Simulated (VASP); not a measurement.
# Ru4S in VASP: single point with PBE

Aim: the single point of Ru4S with PBE.

Program: VASP 6.6.1. These are calculated values, not measurements. Logs are shortened: lines on timing, memory, paths and dates and some standing lists are left out, and cuts for length are marked.

### Step 1. The cell of the first run

The cell holds a slab with vacuum, 5 atoms: a = 2.720 Å, b = 2.720 Å, c = 21.866 Å, α = 90.00°, β = 90.00°, γ = 120.00°.

### Step 2. Single point, PBE

Contents of INCAR:

```
ALGO = Normal ; DIPOL = 0.5 0.5 0.376
EDIFF = 1E-7 ; ENCUT = 520
GGA = PE ; IDIPOL = 3
ISIF = 2 ; ISMEAR = 0
LASPH = T ; LCHARG = F
LDIPOL = T ; LREAL = F
LWAVE = F ; NBANDS = 39
NELM = 60 ; PREC = Accurate
SIGMA = 0.1
```

Contents of KPOINTS:

```
k-points
0
Gamma
  12 12 1
```

Contents of POSCAR:

```
Ru4S
1.0
    2.7197977462      0.0000000000      0.0000000000
   -1.3598988731      2.3554139414      0.0000000000
    0.0000000000      0.0000000000     21.8663388879
Ru S
4 1
Direct
    0.6666666667      0.3333333333      0.1829295714
    0.3333333333      0.6666666667      0.2811778374
    0.6666666667      0.3333333333      0.3790816285
    0.3333333333      0.6666666667      0.4740774823
    0.8333333333      1.0000000000      0.5633635864
```

Potentials or basis: VASP PAW PBE potentials, release 64 (Ru_pv, S).

Launch:

```
$ cat potpaw_PBE.64/Ru_pv/POTCAR potpaw_PBE.64/S/POTCAR > POTCAR
$ mpirun -np 1 vasp_std > vasp.out
```

OUTCAR:

```text
EDIFF = 1E-7
   ENCUT = 520
   GGA = PE
   ISIF = 2
   ISMEAR = 0
   LASPH = T
   LREAL = F
   NELM = 60
   PREC = Accurate

 ion  position               nearest neighbor table
   1  0.667  0.333  0.183-   2 2.66   2 2.66   2 2.66
   2  0.333  0.667  0.281-   3 2.65   3 2.65   3 2.65   1 2.66   1 2.66   1 2.66
   3  0.667  0.333  0.379-   4 2.60   4 2.60   4 2.60   2 2.65   2 2.65   2 2.65
   4  0.333  0.667  0.474-   5 2.29   5 2.55   3 2.60   3 2.60   3 2.60   5 2.78
   5  0.833  0.000  0.563-   4 2.29   4 2.55   4 2.78

  LATTYP: Found a hexagonal cell.
 ALAT       =     2.7197977462
 C/A-ratio  =     8.0396929950

  Lattice vectors:

 A1 = (   2.7197977462,   0.0000000000,   0.0000000000)
 A2 = (  -1.3598988731,   2.3554139414,   0.0000000000)
 A3 = (   0.0000000000,   0.0000000000,  21.8663388879)

Analysis of symmetry for initial positions (statically):
=====================================================================
 Subroutine PRICEL returns:
 Original cell was already a primitive cell.

 Routine SETGRP: Setting up the symmetry group for a
 hexagonal supercell.

 Subroutine GETGRP returns: Found  1 space group operations
 (whereof  1 operations were pure point group operations)
 out of a pool of 24 trial point group operations.

The static configuration has the point symmetry C_1 .

Analysis of symmetry for dynamics (positions and initial velocities):
=====================================================================
 Subroutine PRICEL returns:
 Original cell was already a primitive cell.

 Routine SETGRP: Setting up the symmetry group for a
 hexagonal supercell.

 Subroutine GETGRP returns: Found  1 space group operations
 (whereof  1 operations were pure point group operations)
 out of a pool of 24 trial point group operations.

The dynamic configuration has the point symmetry C_1 .

 Subroutine INISYM returns: Found  1 space group operations
 (whereof  1 operations are pure point group operations),
 and found     1 'primitive' translations

----------------------------------------------------------------------------------------

                                     Primitive cell

  volume of cell :     140.0812

  direct lattice vectors                    reciprocal lattice vectors
     2.719797746  0.000000000  0.000000000     0.367674398  0.212276913  0.000000000
    -1.359898873  2.355413941  0.000000000     0.000000000  0.424553826  0.000000000
     0.000000000  0.000000000 21.866338888     0.000000000  0.000000000  0.045732393

  length of vectors
     2.719797746  2.719797746 21.866338888     0.424553826  0.424553826  0.045732393

  position of ions in fractional coordinates (direct lattice)
     0.666666667  0.333333333  0.182929571
     0.333333333  0.666666667  0.281177837
     0.666666667  0.333333333  0.379081629
     0.333333333  0.666666667  0.474077482
     0.833333333  0.000000000  0.563363586

  ion indices of the primitive-cell ions
   primitive index   ion index
                 1           1
                 2           2
                 3           3
                 4           4
                 5           5

----------------------------------------------------------------------------------------

 KPOINTS: k-points

Automatic generation of k-mesh.
 Grid dimensions read from file:
 generate k-points for:   12   12    1

 Generating k-lattice:

  Cartesian coordinates                     Fractional coordinates (reciprocal lattice)
     0.030639533  0.017689743  0.000000000     0.083333333  0.000000000  0.000000000
     0.000000000  0.035379485  0.000000000     0.000000000  0.083333333  0.000000000
     0.000000000  0.000000000  0.045732393     0.000000000  0.000000000  1.000000000

  Length of vectors
     0.035379485  0.035379485  0.045732393

  Shift w.r.t. Gamma in fractional coordinates (k-lattice)
     0.000000000  0.000000000  0.000000000

 Subroutine IBZKPT returns following result:
 ===========================================

 Found     74 irreducible k-points:

 Following reciprocal coordinates:
            Coordinates               Weight
  0.000000  0.000000  0.000000      1.000000
  0.083333  0.000000  0.000000      2.000000
  0.000000  0.083333  0.000000      2.000000
 -0.083333  0.083333  0.000000      2.000000
  0.166667  0.000000  0.000000      2.000000
  0.000000  0.166667  0.000000      2.000000
[... 16 lines left out ...]
  0.166667  0.083333  0.000000      2.000000
 -0.083333  0.250000  0.000000      2.000000
 [... further k-points ...]
   k-points           NKPTS =     74   k-points in BZ     NKDIM =     74   number of bands    NBANDS=     39
   number of dos      NEDOS =    301   number of ions     NIONS =      5
   total plane-waves  NPLWV =  67200
   dimension x,y,z NGX =    20 NGY =   20 NGZ =  168
   dimension x,y,z NGXF=    40 NGYF=   40 NGZF=  336
   ions per type =               4   1
   NGX,Y,Z   is equivalent  to a cutoff of  12.22, 12.22, 12.77 a.u.
   NGXF,Y,Z  is equivalent  to a cutoff of  24.45, 24.45, 25.55 a.u.
 SYSTEM =  unknown system
   PREC   = accura    normal or accurate (medium, high low for compatibility)
   ISTART =      0    job   : 0-new  1-cont  2-samecut
   ICHARG =      2    charge: 1-file 2-atom 10-const
   ISPIN  =      1    spin polarized calculation?
   LNONCOLLINEAR =      F non collinear calculations
   LSORBIT =      F    spin-orbit coupling
   LASPH  =      T    aspherical Exc in radial PAW
   ENCUT  =  520.0 eV  38.22 Ry    6.18 a.u.   5.06  5.06 40.66*2*pi/ulx,y,z
   NELM   =     60;   NELMIN=  2; NELMDL= -5     # of ELM steps
   EDIFF  = 0.1E-06   stopping-criterion for ELM
   LREAL  =      F    real-space projection
   EDIFFG = 0.1E-05   stopping-criterion for IOM
   NSW    =      0    number of steps for IOM
   IBRION =     -1    ionic relax: 0-MD 1-quasi-New 2-CG
   NFREE  =      0    steps in history (QN), initial steepest desc. (CG)
   ISIF   =      2    stress and relaxation
   ISYM   =      2    0-nonsym 1-usesym 2-fastsym
   POTIM  = 0.5000    time-step for ionic-motion
   TEBEG  =    0.0;   TEEND  =   0.0 temperature during run
   PSTRESS=    0.0 pullay stress
   NELECT =      62.0000    total number of electrons
   NUPDOWN=      -1.0000    fix difference up-down
   EMIN   =  10.00;   EMAX   =-10.00  energy-range for DOS
   EFERMI =   0.00;   METHOD = LEGACY
   ISMEAR =     0;   SIGMA  =   0.10  broadening in eV -4-tet -1-fermi 0-gaus
   EFERMI_NEDOS =   21; number of points for ismear=-14 and -15
   IALGO  =     38    algorithm
   IMIX   =      4    mixing-type and parameters
     AMIX     =   0.40;   BMIX     =  1.00
     AMIX_MAG =   1.60;   BMIX_MAG =  1.00
  volume/ion in A,a.u.               =      28.02       189.06
  Fermi-wavevector in a.u.,A,eV,Ry     =   1.247610  2.357641 21.177877  1.556530
  Thomas-Fermi vector in A             =   2.381734
   LORBIT       =      0    0 simple, 1 ext, 2 COOP (PROOUT), +10 PAW based schemes
   GGA     = PE    functional components
   LHFCALC =     F    Hartree Fock is set to
   AEXX    =    0.0000 exact exchange contribution
   IVDW    =     0    specifies the selected vdW correction
   LEPSILON=     F    determine dielectric tensor
   LRPA    =     F    only Hartree local field effects (RPA)
 non-spin polarized calculation
 Gauss-broadening in eV      SIGMA  =   0.10
  energy-cutoff  :      520.00
  volume of cell :      140.08
 maximum number of plane-waves:      3813
   NGX = 11   NGY = 11   NGZ = 81

 dipolmoment           0.000000      0.000000      0.283470 electrons x Angstroem

 number of electron      62.0000020 magnetization

 dipolmoment           0.000000      0.000000     -0.012891 electrons x Angstroem

 Free energy of the ion-electron system (eV)
  ---------------------------------------------------
  ext. energy  EPLUGINS =         0.00000000
  ---------------------------------------------------
  free energy    TOTEN  =       -39.25019531 eV

  energy without entropy =      -39.22651811  energy(sigma->0) =      -39.23835671

 E-fermi :   3.4974     XC(G=0):  -7.3966

 val. band max:        3.4898994735   @ k =   0.3333   0.0000   0.0000
 cond. band min:       3.5161467135   @ k =   0.4167  -0.0833   0.0000
 fundamental gap:      0.0262472400
 Fermi energy:         3.4974082323

 k-point     1 :       0.0000    0.0000    0.0000
  band No.  band energies     occupation
      1     -40.1518      2.00000
      2     -39.8063      2.00000
      3     -39.3562      2.00000
      4     -39.3160      2.00000
      5     -39.3090      2.00000
      6     -39.2729      2.00000
[... 31 lines left out ...]
     38       4.5821      0.00000
     39       6.3817      0.00000

 k-point     2 :       0.0833    0.0000    0.0000
  band No.  band energies     occupation
      1     -40.1338      2.00000
      2     -39.8049      2.00000
      3     -39.4076      2.00000
      4     -39.3583      2.00000
      5     -39.3285      2.00000
      6     -39.2704      2.00000
[... 31 lines left out ...]
     38       5.7825      0.00000
     39       5.9977      0.00000

 k-point     3 :       0.0000    0.0833    0.0000
  band No.  band energies     occupation
      1     -40.1340      2.00000
      2     -39.8047      2.00000
      3     -39.3985      2.00000
      4     -39.3614      2.00000
      5     -39.3279      2.00000
      6     -39.2824      2.00000
[... 31 lines left out ...]
     38       5.7859      0.00000
     39       5.8810      0.00000

 k-point     4 :      -0.0833    0.0833    0.0000
  band No.  band energies     occupation
      1     -40.1340      2.00000
      2     -39.8047      2.00000
      3     -39.3960      2.00000
      4     -39.3503      2.00000
      5     -39.3333      2.00000
      6     -39.2868      2.00000
[... 31 lines left out ...]
     38       5.6706      0.00000
     39       5.8530      0.00000
[... 754 lines left out ...]
     38       5.1853      0.00000
     39       6.1038      0.00000

 k-point    23 :       0.1667    0.0833    0.0000
  band No.  band energies     occupation
      1     -40.0436      2.00000
      2     -39.8311      2.00000
      3     -39.6330      2.00000
      4     -39.5727      2.00000
      5     -39.4509      2.00000
      6     -39.3788      2.00000
[... 31 lines left out ...]
     38       5.2734      0.00000
     39       6.1794      0.00000

 k-point    24 :      -0.0833    0.2500    0.0000
  band No.  band energies     occupation
      1     -40.0444      2.00000
      2     -39.8279      2.00000
      3     -39.6161      2.00000
      4     -39.5461      2.00000
      5     -39.4535      2.00000
      6     -39.3732      2.00000
[... 31 lines left out ...]
     38       5.2300      0.00000
     39       6.0850      0.00000

 [... further k-points ...]

------------------------ aborting loop because EDIFF is reached ----------------------------------------

 vacuum level on the upper side and lower side of the slab       (xc-potential included)        -0.301         0.036

  FORCE on cell =-STRESS in cart. coord.  units (eV):
  Direction    XX          YY          ZZ          XY          YZ          ZX
  --------------------------------------------------------------------------------------
  -------------------------------------------------------------------------------------
  Total        1.5147338      1.1421264      0.2537161      0.4009925      0.8759630      2.1264397
  in kB       17.3247496     13.0630573      2.9018743      4.5863465     10.0188168     24.3211284
  external PRESSURE =      11.0965604 kB  Pullay stress =       0.0000000 kB

 VOLUME and BASIS-vectors are now :
 -----------------------------------------------------------------------------
  energy-cutoff  :      520.00
  volume of cell :      140.08
      direct lattice vectors                 reciprocal lattice vectors
     2.719797746  0.000000000  0.000000000     0.367674398  0.212276913  0.000000000
    -1.359898873  2.355413941  0.000000000     0.000000000  0.424553826  0.000000000
     0.000000000  0.000000000 21.866338888     0.000000000  0.000000000  0.045732393

 POSITION                                       TOTAL-FORCE (eV/Angst)
 -----------------------------------------------------------------------------------
      1.35990      0.78514      4.00000        -0.000686     -0.008203      0.747014
     -0.00000      1.57028      6.14833         0.003172      0.023038     -0.818714
      1.35990      0.78514      8.28913        -0.331871     -0.030703     -0.799760
     -0.00000      1.57028     10.36634        -0.411388     -0.423029      0.896795
      2.26650      0.00000     12.31870         0.740772      0.438897     -0.025335
 -----------------------------------------------------------------------------------
    total drift:                                0.000063      0.000012      0.000933

  FREE ENERGIE OF THE ION-ELECTRON SYSTEM (eV)
  ---------------------------------------------------
  free  energy   TOTEN  =       -39.2501953121 eV

  energy  without entropy=      -39.2265181054  energy(sigma->0) =      -39.23835671

 vacuum level on the upper side and lower side of the slab         8.049         8.387
```

Run time: 19 min. Hardware: 1 thread of Intel Xeon 8259CL, shared host; peak memory 0.46 GiB.

What came out:

| Quantity | Value |
| --- | --- |
| Free energy | -39.2502 eV |
| Largest force | 1.074 eV/Å |
| Band gap on the k mesh | zero (bands 31 and 32 overlap by 2.17 eV) |

Forces in eV/Å, atoms in the order of the input:
```
Ru  -0.001 -0.008  0.747
Ru   0.003  0.023 -0.819
Ru  -0.332 -0.031 -0.800
Ru  -0.411 -0.423  0.897
S    0.741  0.439 -0.025
```
